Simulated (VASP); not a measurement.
Crystal: Li2Se.

```xyz
3
Lattice="0.0000 2.8085 2.8085 2.8085 0.0000 2.8085 2.8085 2.8085 0.0000" Properties=species:S:1:pos:R:3 pbc="T T T"
Se    0.0000    0.0000    0.0000
Li    1.4043    1.4043    1.4043
Li    4.2128    4.2128    4.2128
```

- Program: VASP 6.6.1
- Task: relaxation of cell and atoms
- Functional: PBE
- Potentials or basis: VASP PAW PBE potentials, release 64 (Se, Li_sv)
- Cutoff: 750 eV
- k mesh: 8 × 8 × 8
- Occupations: fermi-dirac, width 0.02 eV
- Spin: no spin polarisation

At the start: pressure 10.0 GPa; volume 14.77 Å³/atom.

How do energy, volume and symmetry change on relaxing?

Over 19 steps the energy falls by 85.2 meV/atom and the volume is 17.98 Å³/atom (+21.8 %); space group Fm-3m (No. 225, to 0.1 Å) before and after.

The path:
```csv
step,energy change (eV),largest force (eV/Å),pressure (GPa),volume (Å³)
1,0.0000,0.0000,9.96,44.31
2,-0.2281,0.0000,2.64,50.46
3,-0.2523,0.0000,-0.79,55.33
4,-0.2556,0.0000,-0.07,54.10
5,-0.2556,0.0000,0.07,53.89
6,-0.2556,0.0000,0.07,53.90
7,-0.2556,0.0000,0.07,53.90
8,-0.2556,0.0000,0.07,53.90
9,-0.2556,0.0000,0.07,53.90
10,-0.2556,0.0000,0.07,53.90
11,-0.2556,0.0000,0.07,53.90
12,-0.2556,0.0000,0.07,53.90
13,-0.2556,0.0000,0.07,53.90
14,-0.2556,0.0000,0.07,53.90
15,-0.2556,0.0000,0.06,53.90
16,-0.2556,0.0000,0.06,53.90
17,-0.2556,0.0000,0.06,53.91
18,-0.2557,0.0000,0.05,53.92
19,-0.2557,0.0000,0.04,53.94
```

Final structure:
```yaml
crystal:
  lattice:
    - [0.00000, 2.99898, 2.99898]
    - [2.99898, 0.00000, 2.99898]
    - [2.99898, 2.99898, 0.00000]
  atoms:
    - { symbol: Se, position: [0.00000, 0.00000, 0.00000] }
    - { symbol: Li, position: [0.25000, 0.25000, 0.25000] }
    - { symbol: Li, position: [0.75000, 0.75000, 0.75000] }
```

Caveat: the volume moved by over 15 % at a fixed basis, so the end points are rough; the structure was generated, so it needn't be the stable form of Li2Se.
